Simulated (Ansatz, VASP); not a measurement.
**Two plane-wave programs on BN**

```xyz
2
Lattice="0.0000 1.8048 1.8048 1.8048 0.0000 1.8048 1.8048 1.8048 0.0000" Properties=species:S:1:pos:R:3 pbc="T T T"
B     0.0000    0.0000    0.0000
N     0.9024    0.9024    0.9024
```

Alike in both runs: task single point; functional r2SCAN; k mesh 12 × 12 × 12; no spin polarisation.

|  | VASP | Ansatz |
| --- | --- | --- |
| version | VASP 6.6.1 | Ansatz 0.2.0 |
| potentials or method | VASP PAW PBE potentials, release 64 (B_h, N_h) | plane waves, PAW |
| plane-wave cutoff (eV) | 1460 | 500 |
| occupations | gaussian, width 0.01 eV | fixed |
| valence electrons in the cell | 8 | 8 |

VASP gave:

* gap on the k mesh at the Fermi level (eV): 5.00
* pressure (GPa): -0.4

Problem. Which values does Ansatz return?

Solution. gap on the k mesh at the Fermi level (eV): 5.00; pressure (GPa): 0.0.

VASP's potentials were made for PBE, not for r2SCAN.
